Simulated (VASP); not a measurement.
Zn, 1 atom in the cell. The structure is cubic, space group Pm-3m (No. 221). Conventional cell: a = 2.358 Å, b = 2.358 Å, c = 2.358 Å, α = 90.00°, β = 90.00°, γ = 90.00°. Zn (site symmetry m-3m) has 6 Zn at 2.36 Å within 3.1 Å. This isn't the form of Zn at room conditions, which is hcp.

- Program: VASP 6.6.1
- Task: single point
- Functional: r2SCAN
- Dispersion: D3(BJ)
- Potentials or basis: VASP PAW PBE potentials, release 64 (Zn)
- Cutoff: 520 eV
- k mesh: 18 × 18 × 18
- Occupations: fermi-dirac, width 0.1 eV
- Spin: no spin polarisation
- Dipole correction: no
- Further INCAR settings: ALGO = Normal; EDIFF = 1e-06; NBANDS = 12

Potentials or basis: VASP PAW PBE potentials, release 64 (Zn).

The run is started by

```sh
$ cat potpaw_PBE.64/Zn/POTCAR > POTCAR
$ cp INCAR.step1 INCAR
$ mpirun -np 1 vasp_std > vasp.out
$ cp INCAR.step2 INCAR
$ mpirun -np 1 vasp_std > vasp.out
```

Hardware: 1 thread of Intel Xeon 8259CL, with other jobs on the host.

Task: Estimate the wall time of this run.

Result: Wall time 98 s on 1 thread of Intel Xeon 8259CL, with other jobs on the host, peak memory 0.16 GiB. Counts: k points 220.
